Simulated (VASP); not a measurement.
Wanted: the native input for a VASP 6.6.1 run.

| Quantity | Value |
| --- | --- |
| Task | single point |
| Functional | PBE |
| Potentials or basis | VASP PAW PBE potentials, release 64 (La) |
| Cutoff | 500 eV |
| k mesh | 7 × 7 × 9 |
| Occupations | fermi-dirac, width 0.08 eV |
| Spin | no spin polarisation |
| Dipole correction | no |
| Further INCAR settings | ALGO = Normal; EDIFF = 1e-06; NBANDS = 24 |

The structure of La lies in POSCAR:

```
La
1.0
    4.5349061874      0.0000000000      0.0000000000
   -2.2674530937      3.9273439621      0.0000000000
    0.0000000000      0.0000000000      2.6937669229
La
3
Direct
    0.0000000000      0.0000000000      0.0000000000
    0.3333333333      0.6666666667      0.5000000000
    0.6666666667      0.3333333333      0.5000000000
```

This isn't the form of La at room conditions, which is double hcp.

One way to write it, as run:

INCAR

```
SYSTEM = La
PREC = Accurate ; ENCUT = 500
EDIFF = 1E-6 ; ISMEAR = -1
SIGMA = 0.08 ; LREAL = .False.
LASPH = .True. ; NELM = 200
ALGO = Normal ; ISIF = 2
LWAVE = .False. ; LCHARG = .False.
GGA = PE ; NBANDS = 24
GGA_COMPAT = .False. ; LMAXMIX = 6
```

KPOINTS

```
regular mesh
0
Gamma
  7 7 9
  0 0 0
```

Potentials or basis: VASP PAW PBE potentials, release 64 (La).

Command:

```console
$ cat potpaw_PBE.64/La/POTCAR > POTCAR
$ mpirun -np 1 vasp_std > vasp.out
```

Results of the run:

* Pressure: 114.8 GPa
* Band gap on the k mesh: zero (an odd number of electrons rules out a gap without spin polarisation)

Caveat: the cell stands under pressure; spin-orbit coupling is left out, which moves the levels of the heavy elements.

It took 25 s on 1 thread of Intel(R) Xeon(R) 6975P-C (Granite Rapids), with other jobs on the host, peak memory 0.2 GiB.
